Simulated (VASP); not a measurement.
# TiSi31 (a cell with a defect) in VASP: notebook, part 2 of 2

VASP 6.6.1. The steps go on from the part before.

## Step 4: Single point, HSE06

Input file POSCAR:

```
TiSi31
1.0
   10.8655790000      0.0000000000      0.0000000000
    0.0000000000     10.8655790000      0.0000000000
    0.0000000000      0.0000000000     10.8655790000
Si Ti
62 2
Direct
    0.9998570000      0.0004380000      0.0010480000
    0.9963470000      0.9992110000      0.5018590000
    0.9963910000      0.5012620000      0.9998310000
    0.0313120000      0.5314390000      0.5320160000
    0.5016020000      0.9962200000      0.9968130000
    0.5018020000      0.9997440000      0.4991960000
    0.5017560000      0.4985920000      0.0002610000
    0.1241100000      0.1281320000      0.1287220000
    0.1239410000      0.1246150000      0.6263580000
    0.1239880000      0.6257540000      0.1252910000
    0.6258740000      0.1238840000      0.1244880000
    0.6293710000      0.1251700000      0.6236870000
    0.6293260000      0.6230910000      0.1257230000
    0.5944470000      0.5929160000      0.5935380000
    0.2526680000      0.2475150000      0.0056390000
    0.2540530000      0.2524200000      0.5069460000
    0.2478050000      0.7479370000      0.9965730000
    0.2437600000      0.7580620000      0.4788220000
    0.7535730000      0.2500760000      0.0036030000
    0.7626210000      0.2525220000      0.5068140000
    0.7458330000      0.7491360000      0.9965210000
    0.7383520000      0.7367300000      0.4994500000
    0.3779130000      0.3764310000      0.1289630000
    0.3819790000      0.3662920000      0.6467120000
    0.3730520000      0.8768320000      0.1199300000
    0.3716780000      0.8719580000      0.6185920000
    0.8798920000      0.3752030000      0.1290510000
    0.8873750000      0.3876370000      0.6261070000
    0.8721540000      0.8742790000      0.1219390000
    0.8631160000      0.8718420000      0.6187470000
    0.2526510000      0.0050440000      0.2481120000
    0.2478430000      0.9959670000      0.7485290000
    0.2541290000      0.5063310000      0.2530630000
    0.2437360000      0.4782200000      0.7585800000
    0.7535800000      0.0029980000      0.2506700000
    0.7458360000      0.9959240000      0.7497450000
    0.7625770000      0.5062270000      0.2530590000
    0.7384020000      0.4988730000      0.7373620000
    0.3778900000      0.1283770000      0.3770290000
    0.3730590000      0.1193420000      0.8774280000
    0.3820100000      0.6461490000      0.3669480000
    0.3716060000      0.6180090000      0.8724880000
    0.8798900000      0.1284520000      0.3757850000
    0.8721580000      0.1213450000      0.8748870000
    0.8873350000      0.6254940000      0.3882020000
    0.8631510000      0.6181400000      0.8724940000
    0.0087320000      0.2590370000      0.2596350000
    0.9969920000      0.2484460000      0.7511500000
    0.9969750000      0.7505480000      0.2490520000
    0.9799640000      0.7481800000      0.7487630000
    0.5079510000      0.2531520000      0.2537590000
    0.5078450000      0.2383730000      0.7593280000
    0.5078270000      0.7587540000      0.2389690000
    0.4950750000      0.7342490000      0.7348470000
    0.1306350000      0.3901200000      0.3906980000
    0.1179290000      0.3656250000      0.8865860000
    0.1178930000      0.8859920000      0.3662190000
    0.1177760000      0.8711970000      0.8717660000
    0.6457700000      0.3761500000      0.3767690000
    0.6287640000      0.3738190000      0.8764880000
    0.6287380000      0.8759260000      0.3744180000
    0.6170120000      0.8653090000      0.8659150000
    0.4483290000      0.4502380000      0.4508140000
    0.1774080000      0.6741320000      0.6747290000
```

Input file INCAR.step1:

```
SYSTEM = TiSi31
  PREC = Accurate
  ENCUT = 400
  EDIFF = 1E-5
  ISMEAR = -1
  SIGMA = 0.05
  LREAL = Auto
  LASPH = .True.
  NELM = 120
  ALGO = Normal
  ISIF = 2
  LWAVE = .True.
  LCHARG = .False.
  NBANDS = 174
  GGA = PE
  ISYM = -1
  GGA_COMPAT = .False.
```

Input file INCAR.step2:

```
SYSTEM = TiSi31
  PREC = Accurate
  ENCUT = 400
  EDIFF = 1E-6
  ISMEAR = -1
  SIGMA = 0.05
  LREAL = Auto
  LASPH = .True.
  NELM = 120
  ALGO = Normal
  ISIF = 2
  LWAVE = .False.
  LCHARG = .False.
  GGA = PE
  LHFCALC = .True.
  HFSCREEN = 0.2079
  PRECFOCK = Fast
  NBANDS = 174
  ISTART = 1
  ISYM = -1
  GGA_COMPAT = .False.
```

Input file KPOINTS:

```
explicit points
1
Reciprocal
  0.25000000   0.25000000   0.25000000 1
```

Command:

```bash
$ cat potpaw_PBE.64/Si/POTCAR potpaw_PBE.64/Ti_sv/POTCAR > POTCAR
$ cp INCAR.step1 INCAR
$ mpirun -np 1 vasp_std > vasp.out
$ cp INCAR.step2 INCAR
$ mpirun -np 1 vasp_std > vasp.out
```

It took 26 min on 1 thread of Intel Xeon Platinum 8259CL at 2.50GHz (Skylake/Cascade Lake), shared host; peak memory 0.99 GiB.

Results (log left out):

| Item | Value |
| --- | --- |
| Free energy | -403.8879 eV |
| Pressure | -0.5 GPa |
| Largest force | 0.348 eV/Å |
| Band gap on the k mesh | 1.60 eV |

Forces in eV/Å, atoms in the order of the input:
```
Si  -0.025 -0.011 -0.013
Si  -0.015  0.012 -0.049
Si  -0.014 -0.049  0.013
Si  -0.199 -0.202 -0.202
Si  -0.072 -0.021 -0.020
Si   0.001  0.002  0.000
Si   0.003  0.000  0.002
Si   0.072  0.020  0.020
Si  -0.002  0.000  0.001
Si  -0.004  0.001 -0.004
Si   0.024  0.014  0.013
Si   0.018 -0.013  0.048
Si   0.016  0.049 -0.013
Si   0.196  0.203  0.203
Si  -0.038 -0.002 -0.010
Si  -0.056 -0.105  0.000
Si   0.012  0.007  0.002
Si   0.108  0.076 -0.005
Si  -0.015 -0.002 -0.032
Si  -0.016  0.025 -0.077
Si   0.003 -0.018 -0.020
Si   0.001  0.037 -0.072
Si  -0.010 -0.010  0.001
Si  -0.108 -0.076  0.006
Si   0.038  0.005  0.006
Si   0.055  0.102  0.001
Si  -0.003  0.021  0.016
Si   0.000 -0.037  0.072
Si   0.015  0.001  0.033
Si   0.015 -0.024  0.075
Si  -0.038 -0.010 -0.002
Si   0.011  0.002  0.007
Si  -0.057  0.002 -0.105
Si   0.109 -0.009  0.079
Si  -0.016 -0.030 -0.003
Si   0.003 -0.020 -0.020
Si  -0.017 -0.079  0.029
Si   0.001 -0.072  0.034
Si  -0.011  0.000 -0.009
Si   0.041  0.007  0.003
Si  -0.108  0.008 -0.077
Si   0.057  0.001  0.107
Si  -0.003  0.018  0.023
Si   0.015  0.033  0.001
Si   0.000  0.072 -0.035
Si   0.017  0.079 -0.028
Si  -0.054 -0.025 -0.026
Si  -0.013 -0.003  0.043
Si  -0.013  0.042 -0.003
Si  -0.026  0.078  0.082
Si  -0.012 -0.091 -0.092
Si  -0.067  0.069 -0.020
Si  -0.065 -0.022  0.069
Si  -0.041  0.002  0.001
Si   0.044 -0.003  0.000
Si   0.063  0.022 -0.069
Si   0.064 -0.068  0.021
Si   0.011  0.090  0.092
Si   0.023 -0.077 -0.082
Si   0.013 -0.043  0.005
Si   0.015  0.002 -0.043
Si   0.052  0.026  0.025
Ti   0.196  0.170  0.172
Ti  -0.195 -0.174 -0.176
```

Stress tensor (GPa, compression positive):
```
-0.66 -2.11 -2.11
-2.11 -0.43 -2.32
-2.11 -2.32 -0.44
```

Levels at points of the mesh, in eV from the valence-band top:
| k point | band 134 | band 135 | band 136 | band 137 | band 138 | band 139 |
| --- | --- | --- | --- | --- | --- | --- |
| (0.25, 0.25, 0.25) | -0.29 | -0.02 | 0.00 | 1.60 | 1.67 | 1.69 |

Caveat: the PAW data sets were made with another functional, which shifts forces and pressure a little.

## Step 5: Single point, HSE06

POSCAR: that of step 4 with these lines changed.

```diff
@@ -15,3 +15,3 @@
     0.5017560000      0.4985920000      0.0002610000
-    0.1241100000      0.1281320000      0.1287220000
+    0.1241100000      0.1281330000      0.1287220000
     0.1239410000      0.1246150000      0.6263580000
```

INCAR.step1 is that of step 4.

INCAR.step2 is that of step 4.

KPOINTS is that of step 4.

Command:

```bash
$ cat potpaw_PBE.64/Si/POTCAR potpaw_PBE.64/Ti_sv/POTCAR > POTCAR
$ cp INCAR.step1 INCAR
$ mpirun -np 1 vasp_std > vasp.out
$ cp INCAR.step2 INCAR
$ mpirun -np 1 vasp_std > vasp.out
```

It took 27 min on 1 thread of Intel Xeon Platinum 8259CL at 2.50GHz (Skylake/Cascade Lake), shared host; peak memory 0.98 GiB.

Results (log left out):

* Free energy: -403.8879 eV
* Pressure: -0.5 GPa
* Largest force: 0.348 eV/Å
* Band gap on the k mesh: 1.60 eV

Forces on the atoms (eV/Å):
```
Si  -0.025 -0.011 -0.013
Si  -0.015  0.012 -0.049
Si  -0.014 -0.049  0.013
Si  -0.199 -0.202 -0.202
Si  -0.072 -0.021 -0.020
Si   0.001  0.002  0.000
Si   0.003  0.000  0.002
Si   0.072  0.020  0.020
Si  -0.002  0.000  0.001
Si  -0.004  0.001 -0.004
Si   0.024  0.014  0.013
Si   0.018 -0.013  0.048
Si   0.016  0.049 -0.013
Si   0.196  0.203  0.203
Si  -0.038 -0.002 -0.010
Si  -0.056 -0.105  0.000
Si   0.012  0.007  0.002
Si   0.108  0.076 -0.005
Si  -0.015 -0.002 -0.032
Si  -0.016  0.025 -0.077
Si   0.003 -0.018 -0.020
Si   0.001  0.037 -0.072
Si  -0.010 -0.010  0.001
Si  -0.108 -0.076  0.006
Si   0.038  0.005  0.006
Si   0.055  0.102  0.001
Si  -0.003  0.021  0.016
Si   0.000 -0.037  0.072
Si   0.015  0.001  0.033
Si   0.015 -0.024  0.075
Si  -0.038 -0.010 -0.002
Si   0.011  0.002  0.007
Si  -0.057  0.002 -0.105
Si   0.109 -0.009  0.079
Si  -0.016 -0.030 -0.003
Si   0.003 -0.020 -0.020
Si  -0.017 -0.079  0.029
Si   0.001 -0.072  0.034
Si  -0.011  0.000 -0.009
Si   0.041  0.007  0.003
Si  -0.108  0.008 -0.077
Si   0.057  0.001  0.107
Si  -0.003  0.018  0.023
Si   0.015  0.033  0.001
Si   0.000  0.072 -0.035
Si   0.017  0.079 -0.028
Si  -0.054 -0.025 -0.026
Si  -0.013 -0.003  0.043
Si  -0.013  0.042 -0.003
Si  -0.026  0.078  0.082
Si  -0.012 -0.091 -0.092
Si  -0.067  0.069 -0.020
Si  -0.065 -0.022  0.069
Si  -0.041  0.002  0.001
Si   0.044 -0.003  0.000
Si   0.063  0.022 -0.069
Si   0.064 -0.068  0.021
Si   0.011  0.090  0.092
Si   0.023 -0.077 -0.082
Si   0.013 -0.043  0.005
Si   0.015  0.002 -0.043
Si   0.052  0.026  0.025
Ti   0.196  0.170  0.172
Ti  -0.195 -0.174 -0.176
```

Stress tensor (GPa, compression positive):
```
-0.66 -2.11 -2.11
-2.11 -0.43 -2.32
-2.11 -2.32 -0.44
```

Levels at points of the mesh, in eV from the valence-band top:
```tsv
k point	band 134	band 135	band 136	band 137	band 138	band 139
(0.25, 0.25, 0.25)	-0.29	-0.02	0.00	1.60	1.67	1.69
```

Caveat: the PAW data sets were made with another functional, which shifts forces and pressure a little.
